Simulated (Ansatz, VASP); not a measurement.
Si3Bi2TeSe2 in VASP and in Ansatz

```
CELL_PARAMETERS angstrom
4.19533 0.00000 0.00000
-2.09766 3.63326 0.00000
0.00000 0.00000 14.28331
ATOMIC_POSITIONS crystal
Si 0.66667 0.33333 0.54898
Si 0.00000 0.00000 0.50000
Si 0.33333 0.66667 0.45102
Bi 0.33333 0.66667 0.15091
Bi 0.66667 0.33333 0.84909
Te 0.00000 0.00000 0.00000
Se 0.66667 0.33333 0.25778
Se 0.33333 0.66667 0.74222
```

Alike in both runs: functional PBE; k mesh 3 × 3 × 1; occupations gaussian, width 0.15 eV; no spin polarisation.

Ansatz relaxed the structure, and its values are those at the end. VASP's run is a single point on that final structure, the one shown.

|  | VASP | Ansatz |
| --- | --- | --- |
| version | VASP 6.6.1 | Ansatz 0.2.0 |
| potentials or method | VASP PAW PBE potentials, release 64 (Si, Bi_d, Te, Se), cutoff 500 eV | scalar-relativistic, plane waves, PAW |
| valence electrons in the cell | 60 | 90 |

```csv
,VASP,Ansatz,Ansatz less VASP
gap on the k mesh at the Fermi level (eV),none,none,-
pressure (GPa),-0.1,-0.1,0.00
rms of the force components (eV/Å),0.005,0.005,+0.0001
```

A gap of «none» marks a metal or a gap that the smearing closes. VASP's potentials hold 60 valence electrons a cell and Ansatz's 90, so a difference there can come from the potentials and not from the codes.

The k mesh is coarse, so the values compare programs but aren't converged. Spin-orbit coupling is off throughout.
